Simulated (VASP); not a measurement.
Wanted: the native input for a VASP 6.6.1 run.

```
Task                   : single point
Functional             : PBEsol
Potentials or basis    : VASP PAW PBE potentials, release 64 (Si, W_sv)
Cutoff                 : 520 eV
k mesh                 : 14 × 14 × 14
Occupations            : methfessel-paxton, width 0.1 eV
Spin                   : no spin polarisation
Dipole correction      : no
Further INCAR settings : ALGO = Normal; EDIFF = 1e-06; NBANDS = 18
```

The structure of Si2W lies in POSCAR:

```
Si2W
1.0
   -1.6069000000      1.6069000000      3.9149500000
    1.6069000000     -1.6069000000      3.9149500000
    1.6069000000      1.6069000000     -3.9149500000
Si W
2 1
Direct
    0.3347000000      0.3347000000      0.0000000000
    0.6653000000      0.6653000000      0.0000000000
    0.0000000000      0.0000000000      0.0000000000
```

These files were run (other wordings do the same):

INCAR

```
SYSTEM = Si2W
ALGO     = Normal         ! electronic algorithm
EDIFF    = 1E-6           ! SCF threshold, eV
ENCUT    = 520            ! plane-wave cutoff, eV
GGA      = PS             ! functional
ISIF     = 2              ! what is computed and relaxed
ISMEAR   = 1              ! smearing method
LASPH    = .True.         ! aspherical terms in the spheres
LCHARG   = .False.        ! write CHGCAR
LREAL    = .False.        ! projectors in reciprocal space
LWAVE    = .False.        ! write WAVECAR
NBANDS   = 18             ! bands
NELM     = 60             ! most SCF steps
PREC     = Accurate       ! precision mode
SIGMA    = 0.1            ! smearing width, eV
```

KPOINTS

```
k-points
0
Gamma
  14 14 14
  0 0 0
```

Potentials or basis: VASP PAW PBE potentials, release 64 (Si, W_sv).

Command:

```bash
$ cat potpaw_PBE.64/Si/POTCAR potpaw_PBE.64/W_sv/POTCAR > POTCAR
$ mpirun -np 1 vasp_std > vasp.out
```

It gave:

The pressure is -1.7 GPa and the band gap on the k mesh is zero (bands 11 and 12 overlap by 1.26 eV).

Caveat: the PAW data sets were made with another functional, which shifts forces and pressure a little; spin-orbit coupling is left out, which moves the levels of the heavy elements.

Wall time 3.1 min on 1 thread of Intel(R) Xeon(R) Platinum 8488C (Sapphire Rapids), on a shared host, peak memory 0.33 GiB.
